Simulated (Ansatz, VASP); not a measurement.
## CdSe: VASP beside Ansatz

```
Cd Se
1.0
     0.00000    2.75646    2.75646
     2.75646    0.00000    2.75646
     2.75646    2.75646    0.00000
Cd Se
1 1
Direct
  0.00000 0.00000 0.00000
  0.50000 0.50000 0.50000
```

Alike in both runs: task single point; functional PBEsol; k mesh 12 × 12 × 12; occupations fermi-dirac, width 0.05 eV; collinear spin.

|  | VASP | Ansatz |
| --- | --- | --- |
| version | VASP 6.6.1 | Ansatz 0.2.0 |
| potentials or method | VASP PAW PBE potentials, release 64 (Cd, Se), cutoff 520 eV | all-electron LAPW, scalar-relativistic |

Ansatz gave:

- gap on the k mesh at the Fermi level (eV): none
- pressure (GPa): 5.1
- net moment per atom (μB): 0.00

Q: Estimate VASP's values.

A: gap on the k mesh at the Fermi level (eV): none; pressure (GPa): 5.7; net moment per atom (μB): 0.00.

VASP's potentials were made for PBE, not for PBEsol. A gap of «none» marks a metal or a gap that the smearing closes. Ansatz ran all-electron here, and VASP with PAW potentials. Ansatz's warnings: seeded moment not kept, stability check not made.
